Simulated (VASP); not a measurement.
# H in VASP: further runs, part 2 of 2

VASP 6.6.1.

### 3 Single point, PBE

File INCAR:

```
SYSTEM = H
  PREC = Accurate
  ENCUT = 520
  EDIFF = 1E-7
  ISMEAR = -1
  SIGMA = 0.02
  LREAL = Auto
  LASPH = .True.
  NELM = 80
  ALGO = Normal
  ISIF = 2
  LWAVE = .False.
  LCHARG = .True.
  GGA = PE
  LELF = .True.
  LVHAR = .True.
  NBANDS = 30
```

File KPOINTS:

```
regular mesh
0
Gamma
  1 1 1
  0 0 0
```

File POSCAR:

```
H
1.0
    6.6038540000      0.0000000000      0.0000000000
    0.0000000000      6.6038540000      0.0000000000
    0.0000000000      0.0000000000      6.6038540000
H
24
Direct
    0.8306664563      0.6785128805      0.7463066264
    0.9240967471      0.7175355482      0.7966408706
    0.3387718747      0.7942029003      1.0099859870
    0.2643607808      0.7129927464      1.0415887450
    1.0334571297      0.4396675032      0.6268460811
    1.1147278544      0.4701042755      0.5621717258
    0.9393908466      0.1467173563      0.8507304977
    1.0269609231      0.0872520804      0.8803798509
    0.4062627672      1.1353976027      0.1943864901
    0.3335779380      1.0931192604      0.1170377177
    0.5422893965      0.4547950333      0.0466697174
    0.4480868293      0.4152878001     -0.0223354423
    0.5740738666      0.5814483482      0.6477278268
    0.4944688359      0.6634762065      0.6786340219
    0.1082549675      0.3505074461      0.2293509214
    0.0311030498      0.4153786562      0.2007464126
    0.5355357644      1.0436027205      0.7109484855
    0.6139748093      0.9626348493      0.7060271169
    0.7158849969      0.8118289714      0.3539145475
    0.6236964052      0.7711406097      0.3070934033
    1.1405763968      0.0641897898      0.5963184528
    1.1153789893      0.0449585954      0.4831724021
    0.4787204563      0.4025073843      0.3806262222
    0.4842475318      0.2955244014      0.4002359834
```

Potentials or basis: VASP PAW PBE potentials, release 64 (H).

Launch:

```console
$ cat potpaw_PBE.64/H/POTCAR > POTCAR
$ mpirun -np 1 vasp_gam > vasp.out
```

OUTCAR:

```text
SYSTEM = H
   PREC = Accurate
   ENCUT = 520
   EDIFF = 1E-7
   ISMEAR = -1
   LREAL = Auto
   LASPH = .True.
   NELM = 80
   ISIF = 2
   GGA = PE

 ion  position               nearest neighbor table
   1  0.831  0.679  0.746-   2 0.75
   2  0.924  0.718  0.797-   1 0.75
   3  0.339  0.794  0.010-   4 0.76
   4  0.264  0.713  0.042-   3 0.76
   5  0.033  0.440  0.627-   6 0.71
   6  0.115  0.470  0.562-   5 0.71
[... 16 lines left out ...]
  23  0.479  0.403  0.381-  24 0.72
  24  0.484  0.296  0.400-  23 0.72

  LATTYP: Found a simple cubic cell.
 ALAT       =     6.6038540000

  Lattice vectors:

 A1 = (   6.6038540000,   0.0000000000,   0.0000000000)
 A2 = (   0.0000000000,   6.6038540000,   0.0000000000)
 A3 = (   0.0000000000,   0.0000000000,   6.6038540000)

[... 191 lines left out ...]

  energy without entropy =      -80.49172220  energy(sigma->0) =      -80.49172220

 E-fermi :  -7.4170     XC(G=0):  -5.1784

 val. band max:       -7.9107304255   @ k =   0.0000   0.0000   0.0000
 cond. band min:       0.3761845794   @ k =   0.0000   0.0000   0.0000
 fundamental gap:      8.2869150049
 Fermi energy:        -7.4169741942

 k-point     1 :       0.0000    0.0000    0.0000
  band No.  band energies     occupation
      1     -10.9519      2.00000
      2      -9.9185      2.00000
      3      -9.7577      2.00000
      4      -9.3416      2.00000
      5      -9.2185      2.00000
      6      -8.9790      2.00000
[... 16 lines left out ...]
     23       3.8081      0.00000
     24       4.3711      0.00000
 [bands above 24 left out]

------------------------ aborting loop because EDIFF is reached ----------------------------------------

  FORCE on cell =-STRESS in cart. coord.  units (eV):
  Direction    XX          YY          ZZ          XY          YZ          ZX
  --------------------------------------------------------------------------------------
  -------------------------------------------------------------------------------------
  Total        1.9116438      3.4403056      1.6066493     -0.9075686     -0.4265453     -0.7520518
  in kB       10.6346984     19.1388226      8.9379781     -5.0489103     -2.3729217     -4.1837524
  external PRESSURE =      12.9038330 kB  Pullay stress =       0.0000000 kB

 VOLUME and BASIS-vectors are now :
 -----------------------------------------------------------------------------
  energy-cutoff  :      520.00
  volume of cell :      288.00
      direct lattice vectors                 reciprocal lattice vectors
     6.603854000  0.000000000  0.000000000     0.151426727  0.000000000  0.000000000
     0.000000000  6.603854000  0.000000000     0.000000000  0.151426727  0.000000000
     0.000000000  0.000000000  6.603854000     0.000000000  0.000000000  0.151426727

 POSITION                                       TOTAL-FORCE (eV/Angst)
 -----------------------------------------------------------------------------------
      5.48560      4.48080      4.92850         0.008779      0.075521      0.085633
      6.10260      4.73850      5.26090         0.042582      0.076415      0.078599
      2.23720      5.24480      0.06595        -0.216857     -0.143325      0.065105
      1.74580      4.70850      0.27465         0.110599      0.185746     -0.079592
      0.22095      2.90350      4.13960        -0.843807     -0.351811      0.747791
      0.75765      3.10450      3.71250         0.958668      0.306410     -0.704480
[... 16 lines left out ...]
      3.16140      2.65810      2.51360        -0.006943      1.112878     -0.111528
      3.19790      1.95160      2.64310         0.114903     -1.016316      0.339113
 -----------------------------------------------------------------------------------
    total drift:                                0.000048      0.000564      0.000338

  FREE ENERGIE OF THE ION-ELECTRON SYSTEM (eV)
  ---------------------------------------------------
  free  energy   TOTEN  =       -80.4917221972 eV

  energy  without entropy=      -80.4917221972  energy(sigma->0) =      -80.49172220
```

OSZICAR:

```text
N       E                     dE             d eps       ncg     rms          rms(c)
DAV:   1     0.548610942779E+02    0.54861E+02   -0.86122E+03    60   0.613E+02
DAV:   2    -0.749290918915E+02   -0.12979E+03   -0.12229E+03    88   0.128E+02
DAV:   3    -0.871415029269E+02   -0.12212E+02   -0.12144E+02    72   0.398E+01
DAV:   4    -0.872646370889E+02   -0.12313E+00   -0.12307E+00    72   0.465E+00
DAV:   5    -0.872653259051E+02   -0.68882E-03   -0.68881E-03    80   0.370E-01    0.154E+01
DAV:   6    -0.827185055494E+02    0.45468E+01   -0.15039E+00    60   0.422E+00    0.850E+00
DAV:   7    -0.804353350163E+02    0.22832E+01   -0.37921E+00    74   0.696E+00    0.965E-01
DAV:   8    -0.805076000219E+02   -0.72265E-01   -0.11400E-01    66   0.138E+00    0.666E-01
DAV:   9    -0.804916869865E+02    0.15913E-01   -0.22194E-02    72   0.569E-01    0.954E-02
DAV:  10    -0.804918958098E+02   -0.20882E-03   -0.67628E-04    60   0.116E-01    0.571E-02
DAV:  11    -0.804917275451E+02    0.16826E-03   -0.34777E-04    60   0.853E-02    0.149E-02
DAV:  12    -0.804917275580E+02   -0.12936E-07   -0.21323E-05    72   0.215E-02    0.922E-03
DAV:  13    -0.804917219698E+02    0.55882E-05   -0.60116E-06    68   0.182E-02    0.195E-03
DAV:  14    -0.804917223315E+02   -0.36166E-06   -0.53326E-06    72   0.103E-02    0.241E-03
DAV:  15    -0.804917222101E+02    0.12134E-06   -0.12044E-07    58   0.243E-03    0.706E-04
DAV:  16    -0.804917221972E+02    0.12878E-07   -0.16444E-07    60   0.201E-03
   1 F= -.80491722E+02 E0= -.80491722E+02  d E =-.194987E-10
```

Run time: 26 s. Hardware: 1 thread of AMD EPYC 7R43 (Zen 3), shared host; peak memory 0.28 GiB.

Results:

```
Free energy            : -80.4917 eV
Pressure               : 1.3 GPa
Largest force          : 2.406 eV/Å
Band gap on the k mesh : 8.29 eV
```

Forces in eV/Å, atoms in the order of the input:
```
H    0.009  0.076  0.086
H    0.043  0.076  0.079
H   -0.217 -0.143  0.065
H    0.111  0.186 -0.080
H   -0.844 -0.352  0.748
H    0.959  0.306 -0.704
H   -0.680  0.469 -0.126
H    0.601 -0.409  0.343
H   -0.199 -0.196 -0.275
H    0.108 -0.036  0.123
H   -1.400 -0.628 -1.115
H    1.535  0.588  1.038
H   -0.892  0.737  0.269
H    0.685 -0.836 -0.298
H    1.710 -1.462  0.588
H   -1.766  1.480 -0.694
H   -0.072  0.140  0.012
H    0.069  0.006  0.014
H    0.493  0.207  0.193
H   -0.450 -0.189 -0.283
H   -0.179 -0.207 -1.013
H    0.269  0.092  0.804
H   -0.007  1.113 -0.112
H    0.115 -1.016  0.339
```

Stress tensor (GPa, compression positive):
```
 1.06 -0.50 -0.42
-0.50  1.91 -0.24
-0.42 -0.24  0.89
```

Caveat: the k points lie up to 0.95 Å⁻¹ apart.
